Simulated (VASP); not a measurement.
# ZrB (Immm) in VASP: further runs

Runs on ZrB. Level: PBE. Tasks: single point.

All numbers are computed with VASP 6.6.1; they aren't measurements. Logs are shortened: lines on timing, memory, paths and dates and some standing lists are left out, and cuts for length are marked.

**1. The cell of the first run**

Symmetry: Immm, No. 71, orthorhombic system. Conventional cell: a = 3.255 Å, b = 3.321 Å, c = 4.650 Å, α = 90.00°, β = 90.00°, γ = 90.00°. Within 3.1 Å of Zr (site symmetry mmm) lie 6 B at 2.33 Å. B (site symmetry mmm) has 6 Zr at 2.33 Å within 3.1 Å.

**2. Single point, PBE (strain -0.0200 x Voigt [0, 0, 0, 0, 1, 0])**

INCAR reads:

```
SYSTEM = ZrB
PREC = Accurate
ENCUT = 520
EDIFF = 1E-6
ISMEAR = 0
SIGMA = 0.15
LREAL = .False.
LASPH = .True.
NELM = 60
ALGO = Normal
ISIF = 2
LWAVE = .False.
LCHARG = .False.
GGA = PE
NBANDS = 14
```

KPOINTS reads:

```
regular mesh
0
Gamma
  18 18 18
  0 0 0
```

POSCAR reads:

```
ZrB
1.0
   -0.0232500000      2.3250000000      2.3250000000
    2.3017500000      0.0000000000      2.3017500000
    2.3250000000      2.3250000000     -0.0232500000
Zr B
1 1
Direct
    0.0000000000      0.0000000000      0.0000000000
    0.5000000000      0.5000000000      0.5000000000
```

Potentials or basis: VASP PAW PBE potentials, release 64 (Zr_sv, B).

On the command line:

```sh
$ cat potpaw_PBE.64/Zr_sv/POTCAR potpaw_PBE.64/B/POTCAR > POTCAR
$ mpirun -np 1 vasp_std > vasp.out
```

OUTCAR:

```text
SYSTEM = ZrB
   PREC = Accurate
   ENCUT = 520
   EDIFF = 1E-6
   ISMEAR = 0
   LREAL = .False.
   LASPH = .True.
   NELM = 60
   ISIF = 2
   GGA = PE

 ion  position               nearest neighbor table
   1  0.000  0.000  0.000-   2 2.33   2 2.33   2 2.33   2 2.33   2 2.33   2 2.33
   2  0.500  0.500  0.500-   1 2.33   1 2.33   1 2.33   1 2.33   1 2.33   1 2.33

  LATTYP: Found a body centered orthorhombic cell.
 ALAT       =     3.2551660672
 B/A-ratio  =     1.0202020202
 C/A-ratio  =     1.4284985479

  Lattice vectors:

 A1 = (   2.3250000000,  -2.3250000000,  -0.0232500000)
 A2 = (  -2.3250000000,  -2.3250000000,   0.0232500000)
 A3 = (   0.0232500000,   2.3250000000,  -2.3250000000)

Analysis of symmetry for initial positions (statically):
=====================================================================
 Subroutine PRICEL returns:
 Original cell was already a primitive cell.

 Routine SETGRP: Setting up the symmetry group for a
 body centered orthorhombic supercell.

 Subroutine GETGRP returns: Found  8 space group operations
 (whereof  8 operations were pure point group operations)
 out of a pool of  8 trial point group operations.

The static configuration has the point symmetry D_2h.

Analysis of symmetry for dynamics (positions and initial velocities):
=====================================================================
 Subroutine PRICEL returns:
 Original cell was already a primitive cell.

 Routine SETGRP: Setting up the symmetry group for a
 body centered orthorhombic supercell.

 Subroutine GETGRP returns: Found  8 space group operations
 (whereof  8 operations were pure point group operations)
 out of a pool of  8 trial point group operations.

The dynamic configuration has the point symmetry D_2h.

 Subroutine INISYM returns: Found  8 space group operations
 (whereof  8 operations are pure point group operations),
 and found     1 'primitive' translations

----------------------------------------------------------------------------------------

                                     Primitive cell

  volume of cell :      25.1336

  direct lattice vectors                    reciprocal lattice vectors
    -0.023250000  2.325000000  2.325000000    -0.212924518  0.215053763  0.212924518
     2.301750000  0.000000000  2.301750000     0.217226024 -0.215053763  0.217226024
     2.325000000  2.325000000 -0.023250000     0.212924518  0.215053763 -0.212924518

  length of vectors
     3.288128733  3.255166067  3.288128733     0.370029488  0.374996549  0.370029488

  position of ions in fractional coordinates (direct lattice)
     0.000000000  0.000000000  0.000000000
     0.500000000  0.500000000  0.500000000

  ion indices of the primitive-cell ions
   primitive index   ion index
                 1           1
                 2           2

----------------------------------------------------------------------------------------

 KPOINTS: regular mesh

Automatic generation of k-mesh.
 Grid dimensions read from file:
 generate k-points for:   18   18   18

 Generating k-lattice:

  Cartesian coordinates                     Fractional coordinates (reciprocal lattice)
    -0.011829140  0.011947431  0.011829140     0.055555556  0.000000000  0.000000000
     0.012068112 -0.011947431  0.012068112     0.000000000  0.055555556  0.000000000
     0.011829140  0.011947431 -0.011829140     0.000000000  0.000000000  0.055555556

  Length of vectors
     0.020557194  0.020833142  0.020557194

  Shift w.r.t. Gamma in fractional coordinates (k-lattice)
     0.000000000  0.000000000  0.000000000

 Subroutine IBZKPT returns following result:
 ===========================================

 Found    865 irreducible k-points:

 Following reciprocal coordinates:
            Coordinates               Weight
  0.000000  0.000000  0.000000      1.000000
  0.055556  0.000000  0.000000      4.000000
  0.111111  0.000000  0.000000      4.000000
  0.166667  0.000000 -0.000000      4.000000
  0.222222  0.000000 -0.000000      4.000000
  0.277778  0.000000  0.000000      4.000000
[... 16 lines left out ...]
 -0.333333  0.055556  0.000000      8.000000
 -0.277778  0.055556 -0.000000      8.000000
 [... further k-points ...]
   k-points           NKPTS =    865   k-points in BZ     NKDIM =    865   number of bands    NBANDS=     14
   number of dos      NEDOS =    301   number of ions     NIONS =      2
   total plane-waves  NPLWV =  13824
   dimension x,y,z NGX =    24 NGY =   24 NGZ =   24
   dimension x,y,z NGXF=    48 NGYF=   48 NGZF=   48
   ions per type =               1   1
   NGX,Y,Z   is equivalent  to a cutoff of  12.13, 12.26, 12.13 a.u.
   NGXF,Y,Z  is equivalent  to a cutoff of  24.27, 24.51, 24.27 a.u.
 SYSTEM =  ZrB
   PREC   = accura    normal or accurate (medium, high low for compatibility)
   ISTART =      0    job   : 0-new  1-cont  2-samecut
   ICHARG =      2    charge: 1-file 2-atom 10-const
   ISPIN  =      1    spin polarized calculation?
[... 71 lines left out ...]
     10      12.7265      0.00000
     11      12.7610      0.00000
     12      12.8357      0.00000
     13      12.9195      0.00000
     14      20.1678      0.00000

 k-point     2 :       0.0556    0.0000    0.0000
  band No.  band energies     occupation
      1     -37.7524      2.00000
      2     -15.5405      2.00000
      3     -15.5025      2.00000
      4     -15.4806      2.00000
      5       0.7736      2.00000
      6      10.5659      0.00000
      7      10.8579      0.00000
      8      11.0498      0.00000
      9      11.9183      0.00000
     10      11.9691      0.00000
     11      12.9413      0.00000
     12      13.8281      0.00000
     13      13.8785      0.00000
     14      20.3686      0.00000

 k-point     3 :       0.1111    0.0000    0.0000
  band No.  band energies     occupation
      1     -37.7425      2.00000
      2     -15.6264      2.00000
      3     -15.5112      2.00000
      4     -15.4890      2.00000
      5       1.0205      2.00000
      6       9.9525      0.00000
      7      10.4621      0.00000
      8      10.6296      0.00000
      9      11.6309      0.00000
     10      11.7278      0.00000
     11      13.2369      0.00000
     12      14.9920      0.00000
     13      15.0294      0.00000
     14      20.9363      0.00000

 k-point     4 :       0.1667    0.0000   -0.0000
  band No.  band energies     occupation
      1     -37.7272      2.00000
      2     -15.7572      2.00000
      3     -15.5225      2.00000
      4     -15.5018      2.00000
      5       1.4107      2.00000
      6       9.2168      0.06169
      7       9.7896      0.00000
      8       9.9390      0.00000
      9      11.8596      0.00000
     10      11.9916      0.00000
     11      13.5207      0.00000
     12      16.2301      0.00000
     13      16.2526      0.00000
     14      21.7256      0.00000

 k-point     5 :       0.2222    0.0000   -0.0000
  band No.  band energies     occupation
      1     -37.7084      2.00000
      2     -15.9141      2.00000
      3     -15.5360      2.00000
      4     -15.5173      2.00000
      5       1.9158      2.00000
      6       8.4634      2.00000
      7       9.1438      0.23778
      8       9.2928      0.00973
      9      12.2917      0.00000
     10      12.4412      0.00000
     11      13.7959      0.00000
[... 276 lines left out ...]
 k-point    22 :      -0.3889    0.0556    0.0000
  band No.  band energies     occupation
      1     -37.6475      2.00000
      2     -16.3672      2.00000
      3     -15.5997      2.00000
      4     -15.5694      2.00000
      5       4.0325      2.00000
      6       6.1126      2.00000
      7       7.7663      2.00000
      8       8.0142      2.00000
      9      13.9773      0.00000
     10      14.4269      0.00000
     11      15.5479      0.00000
     12      18.8624      0.00000
     13      20.6787      0.00000
     14      21.9687      0.00000

 k-point    23 :      -0.3333    0.0556    0.0000
  band No.  band energies     occupation
      1     -37.6613      2.00000
      2     -16.2643      2.00000
      3     -15.5925      2.00000
      4     -15.5548      2.00000
      5       3.3957      2.00000
      6       6.7514      2.00000
      7       7.9972      2.00000
      8       8.2871      2.00000
      9      13.3716      0.00000
     10      13.9651      0.00000
     11      14.9891      0.00000
     12      19.6267      0.00000
     13      20.0690      0.00000
     14      21.0757      0.00000

 k-point    24 :      -0.2778    0.0556   -0.0000
  band No.  band energies     occupation
      1     -37.6791      2.00000
      2     -16.1275      2.00000
      3     -15.5803      2.00000
      4     -15.5386      2.00000
      5       2.7631      2.00000
      6       7.4306      2.00000
      7       8.3509      2.00000
      8       8.6613      1.99924
      9      12.7469      0.00000
     10      13.4686      0.00000
     11      14.4856      0.00000
     12      18.4844      0.00000
     13      19.9240      0.00000
     14      21.2194      0.00000

 [... further k-points ...]

------------------------ aborting loop because EDIFF is reached ----------------------------------------

  FORCE on cell =-STRESS in cart. coord.  units (eV):
  Direction    XX          YY          ZZ          XY          YZ          ZX
  --------------------------------------------------------------------------------------
  -------------------------------------------------------------------------------------
  Total        5.4906656      5.4939913      5.4906656      0.0000000      0.0000000      0.1839803
  in kB      350.0097467    350.2217517    350.0097467      0.0000000      0.0000000     11.7280685
  external PRESSURE =     350.0804150 kB  Pullay stress =       0.0000000 kB

 VOLUME and BASIS-vectors are now :
 -----------------------------------------------------------------------------
  energy-cutoff  :      520.00
  volume of cell :       25.13
      direct lattice vectors                 reciprocal lattice vectors
    -0.023250000  2.325000000  2.325000000    -0.212924518  0.215053763  0.212924518
     2.301750000  0.000000000  2.301750000     0.217226024 -0.215053763  0.217226024
     2.325000000  2.325000000 -0.023250000     0.212924518  0.215053763 -0.212924518

 POSITION                                       TOTAL-FORCE (eV/Angst)
 -----------------------------------------------------------------------------------
      0.00000      0.00000      0.00000        -0.000000      0.000000     -0.000000
      2.30175      2.32500      2.30175         0.000000      0.000000      0.000000
 -----------------------------------------------------------------------------------
    total drift:                                0.000000     -0.000000     -0.000000

  FREE ENERGIE OF THE ION-ELECTRON SYSTEM (eV)
  ---------------------------------------------------
  free  energy   TOTEN  =       -15.5859934393 eV

  energy  without entropy=      -15.5739243498  energy(sigma->0) =      -15.57995889
```

Run time: 2.1 min. Hardware: 1 thread of Intel Xeon Platinum 8259CL at 2.50GHz (Skylake/Cascade Lake), shared host; peak memory 0.41 GiB.

Results:

```
Free energy            : -15.5860 eV
Pressure               : 35.0 GPa
Band gap on the k mesh : zero (an odd number of electrons rules out a gap without spin polarisation)
```

Levels at points of the mesh, in eV from the Fermi level:
| k point | band 4 | band 5 | band 6 | band 7 | band 8 | band 9 | band 10 | band 11 | band 12 | band 13 |
| --- | --- | --- | --- | --- | --- | --- | --- | --- | --- | --- |
| (0.00, 0.00, 0.00) | -24.50 | -8.33 | 1.79 | 1.92 | 2.07 | 3.71 | 3.71 | 3.74 | 3.82 | 3.90 |
| (0.50, 0.00, 0.00) | -24.59 | -4.19 | -3.66 | -1.43 | -1.26 | 5.62 | 5.83 | 7.33 | 8.32 | 13.28 |
| (0.00, 0.50, 0.00) | -24.61 | -4.20 | -3.55 | -1.55 | -1.39 | 5.72 | 5.89 | 7.45 | 8.20 | 13.41 |
| (0.50, 0.50, 0.00) | -24.84 | -6.49 | -1.12 | -0.30 | 2.55 | 2.55 | 5.47 | 6.93 | 6.94 | 10.68 |
| (0.50, 0.00, 0.50) | -24.82 | -6.50 | -1.12 | -0.30 | 2.44 | 2.66 | 5.48 | 6.94 | 6.94 | 10.67 |

Caveat: the cell differs from its parent crystal (strain -0.0200 x Voigt [0, 0, 0, 0, 1, 0]); the cell stands under pressure.

**3. Single point, PBE (strain -0.0100 x Voigt [0, 0, 0, 0, 1, 0])**

INCAR reads:

```
ALGO     = Normal         # electronic algorithm
EDIFF    = 1E-7           # SCF threshold, eV
ENCUT    = 520            # plane-wave cutoff, eV
GGA      = PE             # functional
ISIF     = 2              # what is computed and relaxed
ISMEAR   = 0              # smearing method
LASPH    = T              # aspherical terms in the spheres
LCHARG   = T              # write CHGCAR
LELF     = T              # ELF
LREAL    = F              # projectors in reciprocal space
LVHAR    = T            
LWAVE    = F              # write WAVECAR
NBANDS   = 14             # bands
NELM     = 80             # most SCF steps
PREC     = Accurate       # precision mode
SIGMA    = 0.15           # smearing width, eV
```

KPOINTS reads:

```
k-points
0
Gamma
  18 18 18
```

POSCAR reads:

```
ZrB
1.0
   -0.0116250000      2.3250000000      2.3250000000
    2.3133750000      0.0000000000      2.3133750000
    2.3250000000      2.3250000000     -0.0116250000
Zr B
1 1
Direct
    0.0000000000      0.0000000000      0.0000000000
    0.5000000000      0.5000000000      0.5000000000
```

Potentials or basis: VASP PAW PBE potentials, release 64 (Zr_sv, B).

On the command line:

```sh
$ cat potpaw_PBE.64/Zr_sv/POTCAR potpaw_PBE.64/B/POTCAR > POTCAR
$ mpirun -np 1 vasp_std > vasp.out
```

It took 2.2 min on 1 thread of Intel Xeon Platinum 8259CL at 2.50GHz (Skylake/Cascade Lake), shared host; peak memory 0.41 GiB.

The run converged. Its results:

* Free energy: -15.5878 eV
* Pressure: 35.0 GPa
* Band gap on the k mesh: zero (an odd number of electrons rules out a gap without spin polarisation)

Stress tensor (GPa, compression positive):
```
34.99  0.00  0.58
 0.00 35.00  0.00
 0.58  0.00 34.99
```

Levels at points of the mesh, in eV from the Fermi level:
```tsv
k point	band 4	band 5	band 6	band 7	band 8	band 9	band 10	band 11	band 12	band 13
(0.00, 0.00, 0.00)	-24.50	-8.33	1.86	1.93	2.00	3.71	3.71	3.78	3.82	3.86
(0.50, 0.00, 0.00)	-24.60	-4.19	-3.63	-1.42	-1.33	5.70	5.81	7.35	8.29	13.34
(0.00, 0.50, 0.00)	-24.61	-4.19	-3.58	-1.48	-1.40	5.75	5.84	7.41	8.23	13.41
(0.50, 0.50, 0.00)	-24.84	-6.49	-1.12	-0.29	2.55	2.55	5.48	6.94	6.94	10.68
(0.50, 0.00, 0.50)	-24.83	-6.49	-1.12	-0.29	2.50	2.61	5.48	6.94	6.94	10.68
```

Caveat: the cell differs from its parent crystal (strain -0.0100 x Voigt [0, 0, 0, 0, 1, 0]); the cell stands under pressure.

**4. Single point, PBE (strain +0.0050 x Voigt [0, 0, 0, 0, 1, 0])**

INCAR reads:

```
PREC = Accurate
ENCUT = 520
EDIFF = 1E-6
ISMEAR = 0
SIGMA = 0.15
LREAL = False
LASPH = True
NELM = 100
ALGO = Normal
ISIF = 2
LWAVE = False
LCHARG = False
GGA = PE
NBANDS = 14
```

KPOINTS reads:

```
Automatic mesh
0
Gamma
  18 18 18
```

POSCAR reads:

```
ZrB
1.0
    0.0058125000      2.3250000000      2.3250000000
    2.3308125000      0.0000000000      2.3308125000
    2.3250000000      2.3250000000      0.0058125000
Zr B
1 1
Direct
    0.0000000000      0.0000000000      0.0000000000
    0.5000000000      0.5000000000      0.5000000000
```

On the command line:

```sh
$ cat potpaw_PBE.64/Zr_sv/POTCAR potpaw_PBE.64/B/POTCAR > POTCAR
$ mpirun -np 1 vasp_std > vasp.out
```

Wall time 2.6 min (1 thread of Intel Xeon Platinum 8259CL at 2.50GHz (Skylake/Cascade Lake), shared host); peak memory 0.41 GiB.

The run converged. Its results:

| Item | Value |
| --- | --- |
| Free energy | -15.5882 eV |
| Pressure | 35.0 GPa |
| Band gap on the k mesh | zero (an odd number of electrons rules out a gap without spin polarisation) |

Stress tensor (GPa, compression positive):
```
34.99  0.00 -0.29
 0.00 34.99  0.00
-0.29  0.00 34.99
```

Levels at points of the mesh, in eV from the Fermi level:
| k point | band 6 | band 7 | band 8 | band 9 | band 10 | band 11 |
| --- | --- | --- | --- | --- | --- | --- |
| (0.00, 0.00, 0.00) | 1.89 | 1.93 | 1.96 | 3.71 | 3.71 | 3.80 |
| (0.50, 0.00, 0.00) | -3.59 | -1.44 | -1.40 | 5.77 | 5.81 | 7.39 |
| (0.00, 0.50, 0.00) | -3.62 | -1.41 | -1.37 | 5.74 | 5.79 | 7.37 |
| (0.50, 0.50, 0.00) | -1.12 | -0.29 | 2.55 | 2.55 | 5.48 | 6.94 |
| (0.50, 0.00, 0.50) | -1.12 | -0.29 | 2.52 | 2.58 | 5.48 | 6.94 |

Caveat: the cell differs from its parent crystal (strain +0.0050 x Voigt [0, 0, 0, 0, 1, 0]); the cell stands under pressure.

**5. Single point, PBE (strain +0.0175 x Voigt [0, 0, 0, 0, 1, 0])**

INCAR reads:

```
SYSTEM = ZrB
PREC = Accurate ; ENCUT = 520
EDIFF = 1E-6 ; ISMEAR = 0
SIGMA = 0.15 ; LREAL = .FALSE.
LASPH = .TRUE. ; NELM = 100
ALGO = Normal ; ISIF = 2
LWAVE = .FALSE. ; LCHARG = .FALSE.
GGA = PE ; NBANDS = 14
```

KPOINTS reads:

```
Automatic mesh
0
G
  18 18 18
  0 0 0
```

POSCAR reads:

```
ZrB
1.0
    0.0203437500      2.3250000000      2.3250000000
    2.3453437500      0.0000000000      2.3453437500
    2.3250000000      2.3250000000      0.0203437500
Zr B
1 1
Direct
    0.0000000000      0.0000000000      0.0000000000
    0.5000000000      0.5000000000      0.5000000000
```

On the command line:

```sh
$ cat potpaw_PBE.64/Zr_sv/POTCAR potpaw_PBE.64/B/POTCAR > POTCAR
$ mpirun -np 1 vasp_std > vasp.out
```

It took 3.4 min on 1 thread of Intel Xeon Platinum 8259CL at 2.50GHz (Skylake/Cascade Lake), shared host; peak memory 0.41 GiB.

Results (log left out):

```yaml
Free_energy: -15.5866 eV
Pressure: 35.0 GPa
Band_gap_on_the_k_mesh: zero (an odd number of electrons rules out a gap without spin polarisation)
```

Stress tensor (GPa, compression positive):
```
35.00  0.00 -1.02
 0.00 35.02  0.00
-1.02  0.00 35.00
```

Levels at points of the mesh, in eV from the Fermi level:
| k point | band 5 | band 6 | band 7 | band 8 | band 9 | band 10 | band 11 | band 12 |
| --- | --- | --- | --- | --- | --- | --- | --- | --- |
| (0.00, 0.00, 0.00) | -8.33 | 1.81 | 1.92 | 2.05 | 3.71 | 3.71 | 3.75 | 3.82 |
| (0.50, 0.00, 0.00) | -4.20 | -3.56 | -1.53 | -1.39 | 5.73 | 5.88 | 7.44 | 8.21 |
| (0.00, 0.50, 0.00) | -4.19 | -3.65 | -1.42 | -1.28 | 5.64 | 5.82 | 7.34 | 8.31 |
| (0.50, 0.50, 0.00) | -6.49 | -1.12 | -0.30 | 2.55 | 2.55 | 5.47 | 6.94 | 6.94 |
| (0.50, 0.00, 0.50) | -6.50 | -1.12 | -0.30 | 2.45 | 2.65 | 5.48 | 6.94 | 6.94 |

Caveat: the cell differs from its parent crystal (strain +0.0175 x Voigt [0, 0, 0, 0, 1, 0]); the cell stands under pressure.

**6. Overview**

```tsv
cell	gap on the mesh (eV)	pressure (GPa)
a = 3.288, b = 3.255 Å, angles 60.3, 60.7, 60.3°, 2 atoms	none	35.0
a = 3.288, b = 3.272 Å, angles 60.2, 60.3, 60.2°, 2 atoms	none	35.0
a = 3.288, b = 3.296 Å, angles 59.9, 59.8, 59.9°, 2 atoms	none	35.0
a = 3.288, b = 3.317 Å, angles 59.7, 59.4, 59.7°, 2 atoms	none	35.0
```

Alike in all rows: task single point; level PBE; potentials or basis VASP PAW PBE potentials, release 64 (Zr_sv, B); no spin polarisation; k mesh 18 × 18 × 18; cutoff (eV) 520; smearing gaussian 0.15 eV.

Caveats: the cell stands under pressure.

Total energies depend on the potentials used, so only differences within one code and one set of settings carry meaning.
